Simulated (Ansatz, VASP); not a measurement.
Hf2H5: VASP beside Ansatz

```
Hf H
1.0
     3.33563    0.00000    0.00000
     0.00000    3.33563    0.00000
     0.00000    0.00000    4.82660
Hf H
2 5
Direct
  0.00000 0.00000 0.00000
  0.50000 0.50000 0.50000
  0.00000 0.50000 0.73812
  0.50000 0.00000 0.73812
  0.00000 0.50000 0.26188
  0.50000 0.00000 0.26188
  0.50000 0.50000 0.00000
```

Alike in both runs: functional PBE; k mesh 10 × 10 × 8; occupations gaussian, width 0.1 eV; no spin polarisation.

Ansatz relaxed the structure, and its values are those at the end. VASP's run is a single point on that final structure, the one shown.

|  | VASP | Ansatz |
| --- | --- | --- |
| version | VASP 6.6.1 | Ansatz 0.2.0 |
| potentials or method | VASP PAW PBE potentials, release 64 (Hf_pv, H), cutoff 520 eV | scalar-relativistic, plane waves, PAW |
| valence electrons in the cell | 25 | 57 |

VASP gave:

- gap on the k mesh at the Fermi level (eV): none
- pressure (GPa): -0.8
- rms of the force components (eV/Å): 0.005

Which values does Ansatz return?

gap on the k mesh at the Fermi level (eV): none; pressure (GPa): 0.0; rms of the force components (eV/Å): 0.002.

A gap of «none» marks a metal or a gap that the smearing closes. VASP's potentials hold 25 valence electrons a cell and Ansatz's 57, so a difference there can come from the potentials and not from the codes.

Neither program's run includes spin-orbit coupling.
